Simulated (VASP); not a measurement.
A run of VASP 6.6.1:

The input INCAR:

```
SYSTEM = Pt
PREC     = Accurate       ! precision mode
ENCUT    = 520            ! plane-wave cutoff, eV
EDIFF    = 1E-7           ! SCF threshold, eV
ISMEAR   = 0              ! smearing method
SIGMA    = 0.15           ! smearing width, eV
LREAL    = .False.        ! projectors in reciprocal space
LASPH    = .True.         ! aspherical terms in the spheres
NELM     = 150            ! most SCF steps
ALGO     = Fast           ! electronic algorithm
ISIF     = 2              ! what is computed and relaxed
LWAVE    = .False.        ! write WAVECAR
LCHARG   = .True.         ! write CHGCAR
ISPIN    = 2              ! spin polarisation
MAGMOM   = 0.15           ! initial moments
LORBIT   = 11             ! projections on sites
NUPDOWN  = 0.15           ! fixed moment
LMAXMIX  = 4              ! l up to which the mixer works
GGA      = PS             ! functional
LELF     = .True.         ! ELF
LVHAR    = .True.       
NBANDS   = 15             ! bands
```

KPOINTS

```
regular mesh
0
Gamma
  22 22 22
  0 0 0
```

File POSCAR:

```
Pt
1.0
    0.0000000000      1.9879272712      1.9879272712
    1.9879272712      0.0000000000      1.9879272712
    1.9879272712      1.9879272712      0.0000000000
Pt
1
Direct
    0.0000000000      0.0000000000      0.0000000000
```

Potentials or basis: VASP PAW PBE potentials, release 64 (Pt).

Command:

```bash
$ cat potpaw_PBE.64/Pt/POTCAR > POTCAR
$ mpirun -np 1 vasp_std > vasp.out
```

Hardware: 1 thread of AMD EPYC 9R45 96-Core Processor (Zen 5), on a shared host.

**Question.** How long does it take, and how much memory?

**Answer.** Wall time 120 s on 1 thread of AMD EPYC 9R45 96-Core Processor (Zen 5) (shared host), peak memory 0.21 GiB. Counts: scf iterations 13, k points 328.
